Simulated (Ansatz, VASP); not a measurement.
## One calculation of I, two programs

The input INCAR:

```
PREC     = Accurate       # precision mode
ENCUT    = 500            # plane-wave cutoff, eV
EDIFF    = 1E-6           # SCF threshold, eV
ISMEAR   = -1             # smearing method
SIGMA    = 0.051703999572871064 # smearing width, eV
LREAL    = F              # projectors in reciprocal space
LASPH    = T              # aspherical terms in the spheres
NELM     = 120            # most SCF steps
ALGO     = Normal         # electronic algorithm
ISIF     = 2              # what is computed and relaxed
LWAVE    = F              # write WAVECAR
LCHARG   = F              # write CHGCAR
GGA      = RE             # functional
NBANDS   = 10             # bands
GGA_COMPAT= F
```

Contents of KPOINTS:

```
Automatic mesh
0
Gamma
  6 6 6
```

Contents of POSCAR:

```
I
1.0
    0.0000000000      2.3656004428      3.9098401324
    2.1922454667      0.0000000000      3.9098401324
    2.1922454667      2.3656004428      0.0000000000
I
1
Direct
    0.6600000000      0.1510000000      0.0540000000
```

Input for Ansatz:

```yaml
crystal:
  lattice:
    - [0.0, 2.3656004428, 3.9098401324]
    - [2.1922454667, 0.0, 3.9098401324]
    - [2.1922454667, 2.3656004428, 0.0]
  atoms:
    - { symbol: I, position: [0.66, 0.151, 0.054] }
basis:
  ecutwfc: 420
kpoints:
  mp_grid: { grid: [6, 6, 6] }
hamiltonian:
  xc: revpbe
scf:
  occupations: { method: fermi_dirac, width: "600 K" }
  max_iter: 58
output:
  forces: true
  stress: true
  eigenvalues: true
```

Alike in both runs: task single point; functional revPBE; k mesh 6 × 6 × 6; no spin polarisation.

|  | VASP | Ansatz |
| --- | --- | --- |
| version | VASP 6.6.1 | Ansatz 0.2.0 |
| potentials or method | VASP PAW PBE potentials, release 64 (I), cutoff 500 eV | scalar-relativistic, plane waves, PAW |
| occupations | fermi-dirac, width 0.051704 eV | fermi-dirac |
| valence electrons in the cell | 7 | 17 |

Ansatz gave:

```
gap on the k mesh at the Fermi level (eV)                     : none
pressure (GPa)                                                : 1.6
traceless stress, the component that is largest in VASP (GPa) : 0.18
```

**Question.** Estimate VASP's values.

**Answer.** gap on the k mesh at the Fermi level (eV): none; pressure (GPa): 1.6; traceless stress, the component that is largest in VASP (GPa): 0.22.

VASP's potentials were made for PBE, not for revPBE. A gap of «none» marks a metal or a gap that the smearing closes. VASP's potentials hold 7 valence electrons a cell and Ansatz's 17, so a difference there can come from the potentials and not from the codes.

Spin-orbit coupling is off throughout.
